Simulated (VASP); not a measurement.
Wanted: the native input for a VASP 6.6.1 run.

| Property | Result |
| --- | --- |
| Task | single point |
| Functional | r2SCAN |
| Potentials or basis | VASP PAW PBE potentials, release 64 (Pb_d, S) |
| Cutoff | 520 eV |
| k mesh | 8 × 8 × 8 |
| Occupations | gaussian, width 0.01 eV |
| Spin | no spin polarisation |
| Dipole correction | no |
| Further INCAR settings | ALGO = Normal; EDIFF = 1e-06; NBANDS = 17 |

The system is PbS.

```
Pb S
1.0
     0.00000    2.98723    2.98723
     3.13659    0.00000    2.98723
     3.13659    2.98723    0.00000
Pb S
1 1
Direct
  0.00000 0.00000 0.00000
  0.50000 0.50000 0.50000
```

This cell differs from its parent crystal: uniaxial x strain +5.0%.

The input as run:

POSCAR

```
PbS
1.0
    0.0000000000      2.9872326717      2.9872326717
    3.1365943053      0.0000000000      2.9872326717
    3.1365943053      2.9872326717      0.0000000000
Pb S
1 1
Direct
    0.0000000000      0.0000000000      0.0000000000
    0.5000000000      0.5000000000      0.5000000000
```

INCAR.step1

```
  PREC = Accurate
  ENCUT = 520
  ISMEAR = 0
  SIGMA = 0.01
  LREAL = F
  LASPH = T
  NELM = 80
  NBANDS = 17
  GGA = PE
  ALGO = Normal
  EDIFF = 1E-4
  LWAVE = T
  LCHARG = F
```

INCAR.step2

```
  PREC = Accurate
  ENCUT = 520
  EDIFF = 1E-6
  ISMEAR = 0
  SIGMA = 0.01
  LREAL = F
  LASPH = T
  NELM = 80
  ALGO = Normal
  ISIF = 2
  LWAVE = F
  LCHARG = F
  METAGGA = R2SCAN
  LMIXTAU = T
  NBANDS = 17
  ISTART = 1
```

KPOINTS

```
regular mesh
0
Gamma
  8 8 8
```

Potentials or basis: VASP PAW PBE potentials, release 64 (Pb_d, S).

Launch:

```bash
$ cat potpaw_PBE.64/Pb_d/POTCAR potpaw_PBE.64/S/POTCAR > POTCAR
$ cp INCAR.step1 INCAR
$ mpirun -np 1 vasp_std > vasp.out
$ cp INCAR.step2 INCAR
$ mpirun -np 1 vasp_std > vasp.out
```

Results of the run:

```yaml
Pressure: -2.3 GPa
Band_gap_on_the_k_mesh: 0.81 eV, direct
```

Caveat: the cell differs from its parent crystal (uniaxial x strain +5.0%); the PAW data sets were made with another functional, which shifts forces and pressure a little; spin-orbit coupling is left out, which moves the levels of the heavy elements.

It took 2.1 min on 1 thread of Intel(R) Xeon(R) Platinum 8259CL CPU @ 2.50GHz (Skylake/Cascade Lake) (shared host), peak memory 0.22 GiB.
